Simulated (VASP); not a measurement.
Wanted: the native input for a VASP 6.6.1 run.

```yaml
Task: single point
Functional: PBEsol
Potentials_or_basis: VASP PAW PBE potentials, release 64 (C)
Cutoff: 520 eV
k_mesh: 12 × 12 × 4
Occupations: fermi-dirac, width 0.05 eV
Spin: no spin polarisation
Dipole_correction: no
Further_INCAR_settings: ALGO = Normal; EDIFF = 1e-07; NBANDS = 26
```

The structure of C lies in POSCAR:

```
C
1.0
    2.5388031358      0.0000000000      0.0000000000
   -1.2694015679      2.1986680108      0.0000000000
    0.0000000000      0.0000000000      8.2916519209
C
8
Direct
    0.6666666667      0.3333333333      0.8437500000
    0.3333333333      0.6666666667      0.3437500000
    0.6666666667      0.3333333333      0.6562500000
    0.3333333333      0.6666666667      0.1562500000
    0.0000000000      0.0000000000      0.9062500000
    0.0000000000      0.0000000000      0.4062500000
    0.0000000000      0.0000000000      0.5937500000
    0.0000000000      0.0000000000      0.0937500000
```

This cell differs from its parent crystal: volume scaled by 1.02.

These files were run (other wordings do the same):

INCAR

```
SYSTEM = C
PREC = Accurate ; ENCUT = 520
EDIFF = 1E-7 ; ISMEAR = -1
SIGMA = 0.05 ; LREAL = .FALSE.
LASPH = .TRUE. ; NELM = 60
ALGO = Normal ; ISIF = 2
LWAVE = .FALSE. ; LCHARG = .FALSE.
GGA = PS ; NBANDS = 26
```

KPOINTS

```
Automatic mesh
0
G
  12 12 4
  0 0 0
```

Potentials or basis: VASP PAW PBE potentials, release 64 (C).

The run is started by

```console
$ cat potpaw_PBE.64/C/POTCAR > POTCAR
$ mpirun -np 1 vasp_std > vasp.out
```

It gave:

The pressure is -11.7 GPa and the largest force is 0.317 eV/Å. The band gap on the k mesh is 4.23 eV, indirect (least direct gap 5.08 eV).

Caveat: the PAW data sets were made with another functional, which shifts forces and pressure a little.

Run time: 32 s on 1 thread of Intel(R) Xeon(R) 6975P-C (Granite Rapids) (shared host), peak memory 0.18 GiB.
